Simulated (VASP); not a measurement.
## AgB: single point with PBE

AgB:

```
Ag B
1.0
     2.67495    0.00000    0.00000
     0.00000    2.67495    0.00000
     0.00000    0.00000    4.27345
Ag B
1 1
Direct
  0.50000 0.50000 0.42350
  0.50000 0.50000 0.92351
```

The cell was built from a structure type or drawn by symmetry, and may not be a known phase.

```
Program             : VASP 6.6.1
Task                : single point
Functional          : PBE
Potentials or basis : VASP PAW PBE potentials, release 64 (Ag, B)
Cutoff              : 520 eV
k mesh              : 8 × 8 × 4
Occupations         : gaussian, width 0.1 eV
Spin                : no spin polarisation
```

* Pressure: -0.1 GPa
* Band gap on the k mesh: zero (bands 7 and 8 overlap by 1.18 eV)

Stress tensor (GPa, compression positive):
```
-0.33  0.00  0.00
 0.00 -0.33  0.00
 0.00  0.00  0.33
```

Levels at points of the mesh, in eV from the Fermi level:
```tsv
k point	band 3	band 4	band 5	band 6	band 7	band 8	band 9	band 10	band 11	band 12
(0.00, 0.00, 0.00)	-6.74	-4.37	-4.37	-3.60	-2.28	1.70	5.15	5.15	12.09	14.70
(0.50, 0.00, 0.00)	-6.04	-4.61	-4.23	-3.52	-1.67	0.06	3.81	6.30	7.19	10.40
(0.50, 0.50, 0.00)	-5.65	-5.65	-2.77	-0.93	-0.93	0.74	1.87	7.35	8.01	8.01
(0.00, 0.00, 0.50)	-6.73	-6.45	-4.50	-4.50	-3.60	5.91	5.91	8.82	9.90	13.82
(0.50, 0.00, 0.50)	-5.88	-5.14	-4.61	-4.32	-0.77	0.56	0.70	6.90	11.96	14.72
(0.50, 0.50, 0.50)	-6.09	-5.99	-2.77	-1.98	0.91	0.91	3.98	5.11	5.11	7.07
```

It took 19 s on 1 thread of Intel Xeon 8259CL (shared host), peak memory 0.15 GiB.

Caveat: the k points lie up to 0.37 Å⁻¹ apart, too coarse for converged energies and pressures of a metal.
